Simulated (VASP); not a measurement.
# BaTiO3: single point with r2SCAN+U

Crystal: BaTiO3.

```
Ba Ti O
1.0
     3.76367    0.00000    0.00000
     0.00000    2.66132    2.66132
     0.00000   -2.66132    2.66132
Ba Ti O
1 1 3
Cartesian
  0.0000 0.0000 -0.0214
  1.8818 0.0000 2.6399
  1.8818 1.3307 3.9706
  1.8818 -1.3307 3.9706
  0.0000 0.0000 2.6399
```

```
Program                : VASP 6.6.1
Task                   : single point
Functional             : r2SCAN
Potentials or basis    : VASP PAW PBE potentials, release 64 (Ba_sv, Ti_sv, O)
Cutoff                 : 520 eV
k mesh                 : 6 × 6 × 6
Occupations            : gaussian, width 0.02 eV
Spin                   : no spin polarisation
Hubbard terms          : Ti d U = 4.0 eV
Dipole correction      : no
Further INCAR settings : ALGO = Normal; EDIFF = 1e-06; NBANDS = 28
```

```
Pressure               : 57.3 GPa
Band gap on the k mesh : 3.08 eV, direct
```

Levels at points of the mesh, in eV from the valence-band top:
| k point | band 17 | band 18 | band 19 | band 20 | band 21 | band 22 | band 23 | band 24 |
| --- | --- | --- | --- | --- | --- | --- | --- | --- |
| (0.00, 0.00, 0.00) | -1.53 | 0.00 | 0.00 | 0.00 | 3.08 | 3.08 | 3.08 | 5.43 |
| (0.50, 0.00, 0.00) | -1.94 | -1.94 | -0.82 | -0.82 | 3.38 | 5.44 | 5.44 | 5.63 |
| (0.50, 0.50, 0.00) | -1.81 | -0.75 | -0.75 | -0.17 | 5.47 | 5.47 | 5.98 | 6.80 |
| (0.50, 0.50, 0.50) | -2.09 | -0.05 | -0.05 | -0.05 | 6.41 | 6.41 | 6.41 | 8.24 |

Eigenvalues of the final occupation matrices:
```csv
site,spin,trace,eigenvalues
site 2 d,1,0.88,0.11 0.11 0.11 0.28 0.28
site 2 d,2,0.88,0.11 0.11 0.11 0.28 0.28
```

It took 71 s on 1 thread of AMD EPYC 9R14 (Zen 4) (shared host), peak memory 0.15 GiB.

Caveat: the PAW data sets were made with another functional, which shifts forces and pressure a little; spin-orbit coupling is left out, which moves the levels of the heavy elements. A k mesh can miss the band edges.
